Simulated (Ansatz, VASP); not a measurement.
## One calculation of NaVP, two programs

```
Na V P
1.0
     3.34700    0.00000    0.00000
     0.00000    3.34700    0.00000
     0.00000    0.00000    6.00443
Na V P
1 1 1
Direct
  0.50000 0.50000 0.00000
  0.50000 0.50000 0.50000
  0.00000 0.00000 0.50000
```

Alike in both runs: functional PBE; k mesh 6 × 6 × 4; occupations gaussian, width 0.1 eV; collinear spin.

Ansatz relaxed the structure, and its values are those at the end. VASP's run is a single point on that final structure, the one shown.

|  | VASP | Ansatz |
| --- | --- | --- |
| version | VASP 6.6.1 | Ansatz 0.2.0 |
| potentials or method | VASP PAW PBE potentials, release 64 (Na_pv, V_sv, P), cutoff 520 eV | scalar-relativistic, plane waves, PAW |
| valence electrons in the cell | 25 | 27 |

|  | VASP | Ansatz | Ansatz less VASP |
| --- | --- | --- | --- |
| gap on the k mesh at the Fermi level (eV) | none | none | - |
| pressure (GPa) | 0.2 | 0.1 | -0.05 |
| net moment per atom (μB) | 0.67 | 0.66 | -0.002 |
| size of the moment on the site where the two differ most (μB) | 1.78 | 1.58 | -0.201 |

Site moments also hang on the region over which each program counts them. A gap of «none» marks a metal or a gap that the smearing closes. The functional is the same, so the differences come from potentials, cutoffs and numerics. VASP's potentials hold 25 valence electrons a cell and Ansatz's 27, so a difference there can come from the potentials and not from the codes.
